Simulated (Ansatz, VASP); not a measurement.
One calculation of AgCl, two programs

File INCAR:

```
SYSTEM = AgCl
PREC = Accurate
ENCUT = 520
EDIFF = 1E-7
ISMEAR = -4
SIGMA = 0.1
LREAL = .FALSE.
LASPH = .TRUE.
NELM = 100
ALGO = Normal
ISIF = 2
LWAVE = .FALSE.
LCHARG = .FALSE.
NBANDS = 16
```

File KPOINTS:

```
regular mesh
0
G
  8 8 8
  0 0 0
```

Contents of POSCAR:

```
AgCl
1.0
    0.0000000000      2.6770631764      2.6770631764
    2.6770631764      0.0000000000      2.6770631764
    2.6770631764      2.6770631764      0.0000000000
Ag Cl
1 1
Direct
    0.0000000000      0.0000000000      0.0000000000
    0.5000000000      0.5000000000      0.5000000000
```

Input for Ansatz:

```yaml
crystal:
  lattice:
    - [0.0, 2.67706317636, 2.67706317636]
    - [2.67706317636, 0.0, 2.67706317636]
    - [2.67706317636, 2.67706317636, 0.0]
  atoms:
    - { symbol: Ag, position: [0.0, 0.0, 0.0] }
    - { symbol: Cl, position: [0.5, 0.5, 0.5] }
kpoints:
  mp_grid: { grid: [8, 8, 8] }
scf:
  occupations: { method: tetrahedron_uncorrected }
hamiltonian:
  xc: lda
  pseudopotentials: { kind: paw }
output:
  forces: true
  stress: true
  eigenvalues: true
  eigenstates:
    nscf_kmesh: { grid: [12, 12, 12] }
    de_dk: true
    e_range: [-9, 10.62703993763]
  optics:
    e_range: [0, 30]
    de: 0.2
    sigma: 0.25
    bands: { spectra_wanted_up_to: 30 }
    nscf_kmesh: { grid: [12, 12, 12] }
checkpoint:
  write: ck
  write_wavefunctions: false
```

Alike in both runs: task single point; functional LDA; k mesh 8 × 8 × 8; no spin polarisation.

|  | VASP | Ansatz |
| --- | --- | --- |
| version | VASP 6.6.1 | Ansatz 0.2.0 |
| potentials or method | VASP PAW LDA potentials, release 64 (Ag, Cl) | PAW with Ansatz's default frozen-core files, scalar-relativistic |
| plane-wave cutoff (eV) | 520 | 420 |
| occupations | tetrahedron | tetrahedron-uncorrected |
| valence electrons in the cell | 18 | 26 |

|  | VASP | Ansatz | Ansatz less VASP |
| --- | --- | --- | --- |
| gap on the k mesh at the Fermi level (eV) | 0.66 | 0.63 | -0.028 |
| pressure (GPa) | 0.0 | 0.0 | -0.02 |

LDA's correlation is that of Perdew and Zunger in VASP and of Perdew and Wang (1992) in Ansatz. VASP's potentials hold 18 valence electrons a cell and Ansatz's 26, so a difference there can come from the potentials and not from the codes. Ansatz's warnings: band table not solved further.
